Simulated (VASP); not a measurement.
Write the native input for VASP 6.6.1 that does the following.

* Task: relaxation of cell and atoms
* Functional: PBE
* Potentials or basis: VASP PAW PBE potentials, release 64 (Sc_sv, Al)
* Cutoff: 600 eV
* k mesh: 6 × 6 × 2
* Occupations: gaussian, width 0.1 eV
* Spin: no spin polarisation
* Dipole correction: no
* Further INCAR settings: ALGO = Normal; EDIFF = 1e-07; IBRION = 2; EDIFFG = -0.04; NSW = 90; ISIF = 3

The structure of ScAl3 lies in POSCAR:

```
ScAl3
1.0
    2.8528815900      0.0000000000      0.0000000000
   -1.4264407900      2.4706679300      0.0000000000
    0.0000000000      0.0000000000      9.2664827000
Sc Al
1 3
Direct
    0.6666666700      0.3333333300      0.0000000000
    0.3333333300      0.6666666700      0.7500000000
    0.3333333300      0.6666666700      0.2500000000
    0.6666666700      0.3333333300      0.5000000000
```

One way to write it, as run:

INCAR

```
SYSTEM = ScAl3
PREC = Accurate
ENCUT = 600
EDIFF = 1E-7
ISMEAR = 0
SIGMA = 0.1
LREAL = .FALSE.
LASPH = .TRUE.
NELM = 100
ALGO = Normal
ISIF = 3
LWAVE = .FALSE.
LCHARG = .FALSE.
GGA = PE
IBRION = 2
NSW = 90
EDIFFG = -0.04
```

KPOINTS

```
regular mesh
0
G
  6 6 2
  0 0 0
```

Potentials or basis: VASP PAW PBE potentials, release 64 (Sc_sv, Al).

The run is started by

```console
$ cat potpaw_PBE.64/Sc_sv/POTCAR potpaw_PBE.64/Al/POTCAR > POTCAR
$ mpirun -np 1 vasp_std > vasp.out
```

It gave:

```
Relaxed volume                         : 18.54 Å³/atom
Relaxed cell                           : a = 3.016 Å, b = 3.016 Å, c = 9.418 Å, α = 90.00°, β = 90.00°, γ = 120.00°
Space group after relaxing (to 0.05 Å) : P-6m2 (No. 187)
Energy gained by relaxing              : 88.9 meV/atom
Ionic steps                            : 7
Pressure after relaxing                : -0.2 GPa
Band gap on the k mesh                 : zero (band 10 reaches 7.89 eV, above the bottom of band 11 at 5.48 eV)
```

Caveat: the k points lie up to 0.40 Å⁻¹ apart in the final cell.

Run time: 2.3 min on 1 thread of Oxide Virtual Turin-like Processor, on a shared host, peak memory 0.18 GiB.
